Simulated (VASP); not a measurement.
# Sr13Li7Mg4 in VASP: notebook

Sr13Li7Mg4 is run at these levels: PBE; tasks: single point.

Program: VASP 6.6.1. These are calculated values, not measurements. Logs are shortened: lines on timing, memory, paths and dates and some standing lists are left out, and cuts for length are marked.

## Step 1: The cell of the first run

The cell holds a disordered packing, 24 atoms: a = 9.875 Å, b = 10.258 Å, c = 9.997 Å, α = 85.46°, β = 90.35°, γ = 91.64°.

## Step 2: Single point, PBE

File INCAR:

```
ALGO = Normal
EDIFF = 1E-6
ENCUT = 650
GGA = PE
GGA_COMPAT = False
ISIF = 2
ISMEAR = -1
ISYM = -1
LASPH = True
LCHARG = False
LREAL = Auto
LWAVE = False
NBANDS = 98
NELM = 120
PREC = Accurate
SIGMA = 0.05
```

File KPOINTS:

```
explicit points
1
Reciprocal
  0.25000000   0.25000000   0.25000000 1
```

File POSCAR:

```
Sr13Li7Mg4
1.0
    9.8738250000     -0.1431370000     -0.0271780000
   -0.1431370000     10.2495160000      0.4011450000
   -0.0271780000      0.4011450000      9.9890070000
Sr Li Mg
13 7 4
Direct
    0.0331246176      0.8291937740      0.5624537378
    0.4116477973      0.2847881366      0.4396053008
    0.1245767348      0.4498652286      0.5872955700
    0.7122323511      0.9113506915      0.2118842521
    0.4444509858      0.5961288928      0.1205443308
    0.3108253033      0.9246574602      0.2507526417
    0.3711907400      0.0646181759      0.8313031479
    0.0670117015      0.1757958187      0.3046923113
    0.0404085735      0.8215987256      0.9752375790
    0.0605941895      0.4317090723     -0.0047508333
    0.7090735720      0.2920551973      0.1299012724
    0.5604127548      0.6405968512      0.5022575992
    0.9700477817      0.1626794073      0.7569944568
    0.7030307625      0.0699111446      0.4854237728
    0.6395406714      0.6962615221      0.8628259654
    0.7978034429      0.4922045804      0.7627453155
    0.6919692158      0.9359639714      0.7297029697
    0.8291869469      0.5408111560      0.2973257454
    0.0904747052      0.6357527501      0.2615595208
    0.6436337698      0.2293042301      0.7929313127
    0.4855556412      0.4408414663      0.7891568282
    0.7644178068      0.3306779877      0.5178230955
    0.3636903773      0.2594336310      0.0907935967
    0.3196569727      0.7062950167      0.7914511345
```

Potentials or basis: VASP PAW PBE potentials, release 64 (Sr_sv, Li_sv, Mg).

On the command line:

```
> cat potpaw_PBE.64/Sr_sv/POTCAR potpaw_PBE.64/Li_sv/POTCAR potpaw_PBE.64/Mg/POTCAR > POTCAR
> mpirun -np 1 vasp_std > vasp.out
```

OUTCAR:

```text
EDIFF = 1E-6
   ENCUT = 650
   GGA = PE
   ISIF = 2
   ISMEAR = -1
   ISYM = -1
   LASPH = True
   LREAL = Auto
   NELM = 120
   PREC = Accurate

 ion  position               nearest neighbor table
   1  0.033  0.829  0.562-  19 3.79  24 3.81   3 4.01   9 4.12  13 4.13   6 4.20   8 4.23   4 4.75
                             7 4.97  12 5.05
   2  0.412  0.285  0.440-  23 3.55  22 3.59  14 3.68   3 3.72   8 3.82  12 3.99  21 4.01  11 4.28
                             5 4.34   6 4.37   7 4.38
   3  0.125  0.450  0.587-  13 3.59  19 3.66   2 3.72  16 3.73  22 3.81  24 3.91   1 4.01  21 4.09
                            10 4.12   8 4.17  12 4.73
   4  0.712  0.911  0.212-  14 3.29  11 3.93   6 3.99  12 4.11   9 4.19   5 4.27   8 4.51   1 4.75

   5  0.444  0.596  0.121-  15 3.31  23 3.56  24 3.61  21 3.82  19 3.82   6 3.97  12 4.03  11 4.12
                             4 4.27  10 4.32   2 4.34   9 4.83
   6  0.311  0.925  0.251-  19 3.62   8 3.65  23 3.70   5 3.97   4 3.99   9 4.01   1 4.20   7 4.36
                             2 4.37  12 4.48
   7  0.371  0.065  0.831-  20 3.14  23 3.40  17 3.65  24 3.75  21 3.98  13 4.16   9 4.24   6 4.36
                             2 4.38   1 4.97  11 5.10
   8  0.067  0.176  0.305-   6 3.65  23 3.68   2 3.82  10 3.90  11 4.10  22 4.11   3 4.17   1 4.23
                             4 4.51  13 4.62   9 5.09
   9  0.040  0.822  0.975-  19 3.35  24 3.60  10 4.00   6 4.01  13 4.05   1 4.12   4 4.19   7 4.24
                             5 4.83   8 5.09
  10  0.061  0.432  0.995-  16 3.51  19 3.52  23 3.60  13 3.87   8 3.90  11 3.92   9 4.00   3 4.12
                            24 4.17   5 4.32
  11  0.709  0.292  0.130-  18 3.35  23 3.44  20 3.53  10 3.92   4 3.93  22 3.96   8 4.10   5 4.12
                            21 4.25   2 4.28  13 4.84   7 5.10
  12  0.560  0.641  0.502-  21 3.46  18 3.58  16 3.75  15 3.77  22 3.80  24 3.87   2 3.99   5 4.03
                             4 4.11   6 4.48   3 4.73   1 5.05
  13  0.970  0.163  0.757-  20 3.34  22 3.51  17 3.57   3 3.59  16 3.83  10 3.87   9 4.05   1 4.13
                             7 4.16   8 4.62  11 4.84
  14  0.703  0.070  0.485-  22 2.77   4 3.29   2 3.68
  15  0.640  0.696  0.863-  21 3.13   5 3.31  12 3.77
  16  0.798  0.492  0.763-  22 3.07  21 3.12  10 3.51   3 3.73  12 3.75  13 3.83
  17  0.692  0.936  0.730-  13 3.57   7 3.65
  18  0.829  0.541  0.297-  22 3.02  11 3.35  12 3.58
  19  0.090  0.636  0.262-   9 3.35  10 3.52   6 3.62   3 3.66   1 3.79   5 3.82
  20  0.644  0.229  0.793-  21 2.71  22 3.10   7 3.14  13 3.34  11 3.53
  21  0.486  0.441  0.789-  20 2.71  16 3.12  15 3.13  24 3.22  12 3.46  23 3.61   5 3.82   7 3.98
                             2 4.01   3 4.09  11 4.25
  22  0.764  0.331  0.518-  14 2.77  18 3.02  16 3.07  20 3.10  13 3.51   2 3.59  12 3.80   3 3.81
                            11 3.96   8 4.11
  23  0.364  0.259  0.091-   7 3.40  11 3.44   2 3.55   5 3.56  10 3.60  21 3.61   8 3.68   6 3.70

  24  0.320  0.706  0.791-  21 3.22   9 3.60   5 3.61   7 3.75   1 3.81  12 3.87   3 3.91  10 4.17

IMPORTANT INFORMATION: All symmetrisations will be switched off!
NOSYMM: (Re-)initialisation of all symmetry stuff for point group C_1.

----------------------------------------------------------------------------------------

                                     Primitive cell

  volume of cell :    1009.1088

  direct lattice vectors                    reciprocal lattice vectors
     9.873825000 -0.143137000 -0.027178000     0.101298860  0.001406086  0.000219146
    -0.143137000 10.249516000  0.401145000     0.001406086  0.097738688 -0.003921228
    -0.027178000  0.401145000  9.989007000     0.000219146 -0.003921228  0.100268118

  length of vectors
     9.874899846 10.258361650  9.997095418     0.101308855  0.097827420  0.100345003

  position of ions in fractional coordinates (direct lattice)
     0.033124618  0.829193774  0.562453738
     0.411647797  0.284788137  0.439605301
     0.124576735  0.449865229  0.587295570
     0.712232351  0.911350691  0.211884252
     0.444450986  0.596128893  0.120544331
     0.310825303  0.924657460  0.250752642
[... 16 lines left out ...]
     0.363690377  0.259433631  0.090793597
     0.319656973  0.706295017  0.791451135

  ion indices of the primitive-cell ions
   primitive index   ion index
                 1           1
                 2           2
                 3           3
                 4           4
                 5           5
                 6           6
[... 16 lines left out ...]
                23          23
                24          24

----------------------------------------------------------------------------------------

 KPOINTS: explicit points

Read explicit list of k-points.

 Found      1 k-points:

 Following reciprocal coordinates:
            Coordinates               Weight
  0.250000  0.250000  0.250000      1.000000
   k-points           NKPTS =      1   k-points in BZ     NKDIM =      1   number of bands    NBANDS=     98
   number of dos      NEDOS =    301   number of ions     NIONS =     24
   total plane-waves  NPLWV = 635040
   dimension x,y,z NGX =    84 NGY =   90 NGZ =   84
   dimension x,y,z NGXF=   168 NGYF=  180 NGZF=  168
   ions per type =              13   7   4
   NGX,Y,Z   is equivalent  to a cutoff of  14.14, 14.59, 13.97 a.u.
   NGXF,Y,Z  is equivalent  to a cutoff of  28.28, 29.17, 27.94 a.u.
 SYSTEM =  unknown system
   PREC   = accura    normal or accurate (medium, high low for compatibility)
   ISTART =      0    job   : 0-new  1-cont  2-samecut
   ICHARG =      2    charge: 1-file 2-atom 10-const
   ISPIN  =      1    spin polarized calculation?
   LNONCOLLINEAR =      F non collinear calculations
   LSORBIT =      F    spin-orbit coupling
   LASPH  =      T    aspherical Exc in radial PAW
   ENCUT  =  650.0 eV  47.77 Ry    6.91 a.u.  20.53 21.33 20.78*2*pi/ulx,y,z
   NELM   =    120;   NELMIN=  2; NELMDL= -5     # of ELM steps
   EDIFF  = 0.1E-05   stopping-criterion for ELM
   LREAL  =      T    real-space projection
   EDIFFG = 0.1E-04   stopping-criterion for IOM
   NSW    =      0    number of steps for IOM
   IBRION =     -1    ionic relax: 0-MD 1-quasi-New 2-CG
   NFREE  =      0    steps in history (QN), initial steepest desc. (CG)
   ISIF   =      2    stress and relaxation
   ISYM   =     -1    0-nonsym 1-usesym 2-fastsym
   POTIM  = 0.5000    time-step for ionic-motion
   TEBEG  =    0.0;   TEEND  =   0.0 temperature during run
   PSTRESS=    0.0 pullay stress
   NELECT =     159.0000    total number of electrons
   NUPDOWN=      -1.0000    fix difference up-down
   EMIN   =  10.00;   EMAX   =-10.00  energy-range for DOS
   EFERMI =   0.00;   METHOD = LEGACY
   ISMEAR =    -1;   SIGMA  =   0.05  broadening in eV -4-tet -1-fermi 0-gaus
   EFERMI_NEDOS =   21; number of points for ismear=-14 and -15
   IALGO  =     38    algorithm
   IMIX   =      4    mixing-type and parameters
     AMIX     =   0.40;   BMIX     =  1.00
     AMIX_MAG =   1.60;   BMIX_MAG =  1.00
  volume/ion in A,a.u.               =      42.05       283.74
  Fermi-wavevector in a.u.,A,eV,Ry     =   0.884222  1.670937 10.637690  0.781848
  Thomas-Fermi vector in A             =   2.005093
   LORBIT       =      0    0 simple, 1 ext, 2 COOP (PROOUT), +10 PAW based schemes
   GGA     = PE    functional components
   LHFCALC =     F    Hartree Fock is set to
   AEXX    =    0.0000 exact exchange contribution
   IVDW    =     0    specifies the selected vdW correction
   LEPSILON=     F    determine dielectric tensor
   LRPA    =     F    only Hartree local field effects (RPA)
 non-spin polarized calculation
  energy-cutoff  :      650.00
  volume of cell :     1009.11
 maximum number of plane-waves:     37974
 NGX is ok and might be reduce to    84
   NGX = 41   NGY = 43   NGZ = 41

 number of electron     159.0000000 magnetization

 Free energy of the ion-electron system (eV)
  ---------------------------------------------------
  ext. energy  EPLUGINS =         0.00000000
  ---------------------------------------------------
  free energy    TOTEN  =       -37.17115921 eV

  energy without entropy =      -36.93462725  energy(sigma->0) =      -37.05289323

 E-fermi :   1.2254     XC(G=0):  -7.2154

 val. band max:        1.1579677279   @ k =   0.2500   0.2500   0.2500
 cond. band min:       1.2455750930   @ k =   0.2500   0.2500   0.2500
 fundamental gap:      0.0876073651
 Fermi energy:         1.2253793913

 k-point     1 :       0.2500    0.2500    0.2500
  band No.  band energies     occupation
      1     -45.8121      2.00000
      2     -45.7823      2.00000
      3     -45.6539      2.00000
      4     -45.6315      2.00000
      5     -45.6246      2.00000
      6     -45.6213      2.00000
[... 83 lines left out ...]
     90       1.9282      0.00000
     91       1.9595      0.00000
 [bands above 91 left out]

------------------------ aborting loop because EDIFF is reached ----------------------------------------

  FORCE on cell =-STRESS in cart. coord.  units (eV):
  Direction    XX          YY          ZZ          XY          YZ          ZX
  --------------------------------------------------------------------------------------
  -------------------------------------------------------------------------------------
  Total       -1.1813279      3.3050288     -3.4162593     -2.1499482     -3.0464967     -3.8932297
  in kB       -1.8756123      5.2474443     -5.4240468     -3.4135054     -4.8369691     -6.1813398
  external PRESSURE =      -0.6840716 kB  Pullay stress =       0.0000000 kB

 VOLUME and BASIS-vectors are now :
 -----------------------------------------------------------------------------
  energy-cutoff  :      650.00
  volume of cell :     1009.11
      direct lattice vectors                 reciprocal lattice vectors
     9.873825000 -0.143137000 -0.027178000     0.101298860  0.001406086  0.000219146
    -0.143137000 10.249516000  0.401145000     0.001406086  0.097738688 -0.003921228
    -0.027178000  0.401145000  9.989007000     0.000219146 -0.003921228  0.100268118

 POSITION                                       TOTAL-FORCE (eV/Angst)
 -----------------------------------------------------------------------------------
      0.19309      8.71972      5.95008        -0.226316     -0.016953     -0.060115
      4.01183      3.03636      4.49427         0.596913     -0.301003      0.095723
      1.14970      4.82866      6.04358         0.100050      0.731710     -0.051014
      6.89625      9.32395      2.46274         0.355116     -0.282389     -0.399266
      4.29983      6.09477      1.43117        -0.238227     -0.136421     -0.015537
      2.92987      9.53339      2.86724         0.366129     -0.173222      0.172822
[... 16 lines left out ...]
      3.55141      2.64343      1.00112        -0.152652     -0.039552     -0.079929
      3.03363      7.51091      8.18045        -0.038855     -0.080936     -0.172777
 -----------------------------------------------------------------------------------
    total drift:                                0.004069      0.011106      0.000878

  FREE ENERGIE OF THE ION-ELECTRON SYSTEM (eV)
  ---------------------------------------------------
  free  energy   TOTEN  =       -37.1711592139 eV

  energy  without entropy=      -36.9346272477  energy(sigma->0) =      -37.05289323
```

Wall time 4.2 min (1 thread of Intel Xeon Platinum 8488C (Sapphire Rapids), shared host); peak memory 1.1 GiB.

Results:

```yaml
Free_energy: -37.1712 eV
Pressure: -0.1 GPa
Largest_force: 0.823 eV/Å
Band_gap_on_the_k_mesh: zero (an odd number of electrons rules out a gap without spin polarisation)
```

Forces on the atoms (eV/Å):
```
Sr  -0.226 -0.017 -0.060
Sr   0.597 -0.301  0.096
Sr   0.100  0.732 -0.051
Sr   0.355 -0.282 -0.399
Sr  -0.238 -0.136 -0.016
Sr   0.366 -0.173  0.173
Sr  -0.156 -0.355 -0.242
Sr  -0.802  0.158  0.099
Sr  -0.326  0.044 -0.112
Sr   0.516  0.320 -0.022
Sr  -0.212  0.074 -0.070
Sr   0.001  0.413  0.272
Sr  -0.206 -0.613  0.076
Li  -0.029 -0.099  0.062
Li   0.152 -0.029  0.053
Li   0.014  0.030 -0.032
Li   0.080  0.034  0.116
Li  -0.053  0.175  0.027
Li   0.280 -0.070  0.210
Li   0.333 -0.131 -0.135
Mg  -0.485  0.028  0.361
Mg   0.128  0.322 -0.153
Mg  -0.153 -0.040 -0.080
Mg  -0.039 -0.081 -0.173
```

Caveat: the atoms stand as in a frame of molecular dynamics.

## Step 3: Single point, PBE

File INCAR:

```
PREC = Accurate
ENCUT = 650
EDIFF = 1E-6
ISMEAR = -1
SIGMA = 0.05
LREAL = Auto
LASPH = True
NELM = 120
ALGO = Normal
ISIF = 2
LWAVE = False
LCHARG = False
GGA = PE
NBANDS = 98
ISYM = -1
GGA_COMPAT = False
```

KPOINTS is that of step 2.

File POSCAR:

```
Sr13Li7Mg4
1.0
    9.8738250000     -0.1431370000     -0.0271780000
   -0.1431370000     10.2495160000      0.4011450000
   -0.0271780000      0.4011450000      9.9890070000
Sr Li Mg
13 7 4
Direct
    0.0289074387      0.8323518043      0.5658492262
    0.4146743437      0.2790002616      0.4364795679
    0.1282924294      0.4523138897      0.5856260063
    0.7155326191      0.9078820602      0.2146717283
    0.4448710722      0.5971893573      0.1210251611
    0.3150325056      0.9227364092      0.2546216913
    0.3704112196      0.0615892893      0.8350450451
    0.0632845867      0.1792930660      0.3047855940
    0.0389133473      0.8177964779      0.9714713003
    0.0668455928      0.4319307179     -0.0107286058
    0.7093266217      0.2938035510      0.1337762856
    0.5608707012      0.6427212503      0.5035675646
    0.9714862500      0.1653081425      0.7583895495
    0.6990354151      0.0657938289      0.4999935949
    0.6512381014      0.7036829568      0.8723592294
    0.8142546110      0.5071693964      0.7324611290
    0.6944144290      0.9585515844      0.7334370293
    0.8154121714      0.5314758971      0.2782109747
    0.1134111231      0.6306307946      0.2603570002
    0.6517021681      0.2378788264      0.7898262620
    0.4769905689      0.4412644629      0.7908283192
    0.7651152707      0.3246127124      0.5090955023
    0.3711027616      0.2554528676      0.0927576876
    0.3138885028      0.6916474722      0.7946060040
```

Potentials or basis: VASP PAW PBE potentials, release 64 (Sr_sv, Li_sv, Mg).

On the command line:

```
> cat potpaw_PBE.64/Sr_sv/POTCAR potpaw_PBE.64/Li_sv/POTCAR potpaw_PBE.64/Mg/POTCAR > POTCAR
> mpirun -np 1 vasp_std > vasp.out
```

Run time: 4.3 min. Hardware: 1 thread of Intel Xeon Platinum 8488C (Sapphire Rapids), shared host; peak memory 1.1 GiB.

It converged, with:

```
Free energy            : -37.2524 eV
Pressure               : -0.1 GPa
Largest force          : 0.670 eV/Å
Band gap on the k mesh : zero (an odd number of electrons rules out a gap without spin polarisation)
```

Forces in eV/Å, atoms in the order of the input:
```
Sr  -0.165 -0.056 -0.123
Sr   0.537 -0.197  0.207
Sr   0.177  0.635 -0.118
Sr   0.349 -0.140 -0.357
Sr  -0.163 -0.212 -0.010
Sr   0.222 -0.072  0.176
Sr  -0.027 -0.309 -0.303
Sr  -0.637  0.101  0.050
Sr  -0.317  0.048  0.022
Sr   0.439  0.308  0.037
Sr  -0.194 -0.163 -0.277
Sr  -0.033  0.309  0.256
Sr  -0.141 -0.579  0.009
Li  -0.041 -0.126 -0.256
Li   0.157 -0.058 -0.072
Li  -0.131  0.030  0.165
Li   0.080 -0.274  0.382
Li   0.220  0.495  0.211
Li  -0.016 -0.131  0.209
Li   0.117 -0.063 -0.116
Mg  -0.293 -0.076  0.324
Mg   0.204  0.387 -0.141
Mg  -0.272  0.023 -0.095
Mg  -0.073  0.121 -0.180
```

Stress tensor (GPa, compression positive):
```
-0.25 -0.39 -0.56
-0.39  0.45 -0.41
-0.56 -0.41 -0.44
```

Levels at points of the mesh, in eV from the Fermi level:
```tsv
k point	band 76	band 77	band 78	band 79	band 80	band 81	band 82	band 83
(0.25, 0.25, 0.25)	-0.38	-0.31	-0.13	-0.06	0.02	0.05	0.14	0.20
```

Caveat: the atoms stand as in a frame of molecular dynamics.
